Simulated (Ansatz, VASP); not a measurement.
**Two plane-wave programs on Al12HO**

Contents of INCAR:

```
ALGO = Normal ; DIPOL = 0.5 0.5 0.288
EDIFF = 1E-6 ; ENCUT = 520
GGA = PE ; IDIPOL = 3
ISIF = 2 ; ISMEAR = 0
ISPIN = 2 ; LASPH = True
LCHARG = True ; LDIPOL = True
LELF = True ; LORBIT = 11
LREAL = False ; LVACPOTAV = True
LVHAR = True ; LWAVE = False
MAGMOM = 0 0 0 0 0 0 0 0 0 0 0 0 1 0 ; NBANDS = 38
NELM = 150 ; PREC = Accurate
SIGMA = 0.1
```

Contents of KPOINTS:

```
k-points
0
Gamma
  5 5 1
```

File POSCAR:

```
Al12HO
1.0
    5.7143028096      0.0000000000      0.0000000000
    0.0000000000      5.7143028096      0.0000000000
    0.0000000000      0.0000000000     22.1750227687
Al O H
12 1 1
Direct
    0.2500000000      0.2500000000      0.1803831293
    0.2500000000      0.7500000000      0.1803831293
    0.7500000000      0.2500000000      0.1803831293
    0.7500000000      0.7500000000      0.1803831293
    0.0000000000      0.0000000000      0.2744094920
    0.0000000000      0.5000000000      0.2744094920
    0.5000000000      0.0000000000      0.2744094920
    0.5000000000      0.5000000000      0.2744094920
    0.2500000000      0.2500000000      0.3686590473
    0.2500000000      0.7500000000      0.3686590473
    0.7500000000      0.2500000000      0.3686590473
    0.7500000000      0.7500000000      0.3686590473
    0.5000000000      0.5000000000      0.3461111562
    0.5618716583      0.5618716583      0.3851652493
```

Input for Ansatz:

```yaml
crystal:
  lattice:
    - [5.7143028096, 0.0, 0.0]
    - [0.0, 5.7143028096, 0.0]
    - [0.0, 0.0, 22.1750227687]
  atoms:
    - { symbol: Al, position: [0.25, 0.25, 0.1803831293] }
    - { symbol: Al, position: [0.25, 0.75, 0.1803831293] }
    - { symbol: Al, position: [0.75, 0.25, 0.1803831293] }
    - { symbol: Al, position: [0.75, 0.75, 0.1803831293] }
    - { symbol: Al, position: [0.0, 0.0, 0.274409492] }
    - { symbol: Al, position: [0.0, 0.5, 0.274409492] }
    - { symbol: Al, position: [0.5, 0.0, 0.274409492] }
    - { symbol: Al, position: [0.5, 0.5, 0.274409492] }
    - { symbol: Al, position: [0.25, 0.25, 0.3686590473] }
    - { symbol: Al, position: [0.25, 0.75, 0.3686590473] }
    - { symbol: Al, position: [0.75, 0.25, 0.3686590473] }
    - { symbol: Al, position: [0.75, 0.75, 0.3686590473] }
    - { symbol: O, position: [0.5, 0.5, 0.3461111562], spin: 1.0 }
    - { symbol: H, position: [0.5618716583, 0.5618716583, 0.3851652493] }
basis:
  ecutwfc: 420
kpoints:
  mp_grid: { grid: [5, 5, 1] }
hamiltonian:
  xc: pbe
scf:
  occupations: { method: gaussian, width: 0.1 }
output:
  forces: true
  eigenvalues: true
  populations: true
magnetization:
  spin_polarized: true
efield:
  axis: 3
  dipole_correction: true
  ramp_width: 0.04
```

Alike in both runs: task single point; functional PBE; k mesh 5 × 5 × 1; occupations gaussian, width 0.1 eV; collinear spin.

|  | VASP | Ansatz |
| --- | --- | --- |
| version | VASP 6.6.1 | Ansatz 0.2.0 |
| potentials or method | VASP PAW PBE potentials, release 64 (Al, O, H), cutoff 520 eV | scalar-relativistic, plane waves, PAW |
| valence electrons in the cell | 43 | 43 |

VASP gave:

| Property | Result |
| --- | --- |
| gap on the k mesh at the Fermi level (eV) | none |
| rms of the force components (eV/Å) | 1.781 |
| net moment per atom (μB) | 0.00 |
| work function, face that differs most (eV) | 4.34 |

**Question.** Which values does Ansatz return?

**Answer.** gap on the k mesh at the Fermi level (eV): none; rms of the force components (eV/Å): 1.768; net moment per atom (μB): 0.00; work function, face that differs most (eV): 4.34.

Atom by atom the forces differ by 0.020 eV/Å (rms over components). A gap of «none» marks a metal or a gap that the smearing closes. Ansatz's warnings: seeded moment not kept.
